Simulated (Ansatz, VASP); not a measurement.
# B2O: VASP beside Ansatz

```
CELL_PARAMETERS angstrom
2.56480 0.00000 0.00000
-1.28240 2.22118 0.00000
0.00000 0.00000 11.46907
ATOMIC_POSITIONS crystal
B 0.00000 0.00000 0.42385
B 0.00000 0.00000 0.57615
B 0.66667 0.33333 0.02305
B 0.33333 0.66667 0.97695
O 0.66667 0.33333 0.37549
O 0.33333 0.66667 0.62451
```

Alike in both runs: functional PBE; k mesh 18 × 18 × 4; occupations gaussian, width 0.1 eV; no spin polarisation.

Ansatz relaxed the structure, and its values are those at the end. VASP's run is a single point on that final structure, the one shown.

```csv
,VASP,Ansatz
version,VASP 6.6.1,Ansatz 0.2.0
potentials or method,"VASP PAW PBE potentials, release 64 (B, O), cutoff 520 eV","scalar-relativistic, plane waves, PAW"
valence electrons in the cell,24,24
```

|  | VASP | Ansatz | Ansatz less VASP |
| --- | --- | --- | --- |
| gap on the k mesh at the Fermi level (eV) | none | none | - |
| pressure (GPa) | 0.2 | 0.0 | -0.21 |
| rms of the force components (eV/Å) | 0.007 | 0.000 | -0.0062 |

A gap of «none» marks a metal or a gap that the smearing closes. The functional is the same, so the differences come from potentials, cutoffs and numerics.
